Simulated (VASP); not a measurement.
Runs of VASP 6.6.1 on Al3B2As. The structure is that of space group I4/mmm (No. 139), or close to it. The cells are those of the table. 

```csv
task,cell,k mesh,cutoff (eV),gap on the mesh (eV),pressure (GPa),largest force (eV/Å)
single point,"a = 5.521 Å, angles 139.7, 139.7, 58.3°, 6 atoms",6 × 6 × 6,520,none,41.0,(a)
relaxation of cell and atoms,"relaxed from a = 5.521 Å, angles 139.7, 139.7, 58.3°, 6 atoms",6 × 6 × 6,600,none,0.0,-
single point,"a = 6.906 Å, angles 147.8, 147.8, 46.2°, 6 atoms",6 × 6 × 6,520,none,0.0,-
single point,"a = 6.902 Å, angles 147.7, 147.7, 46.3°, 6 atoms",14 × 14 × 14,520,none,0.0,0.01
```

Alike in all rows: level PBE; potentials or basis VASP PAW PBE potentials, release 64 (Al, B, As); no spin polarisation; smearing gaussian 0.1 eV.

Question: Estimate the missing entries.

Answer: (a) 1.68.

Caveats: some runs use coarse meshes; forces of over 1 eV/Å act on the atoms, so gaps and moduli don't describe the material at rest (some runs).

A k mesh can miss the band edges, and the runs leave out spin-orbit coupling on As.

A gap of «none» marks levels without a gap at the run's occupations.
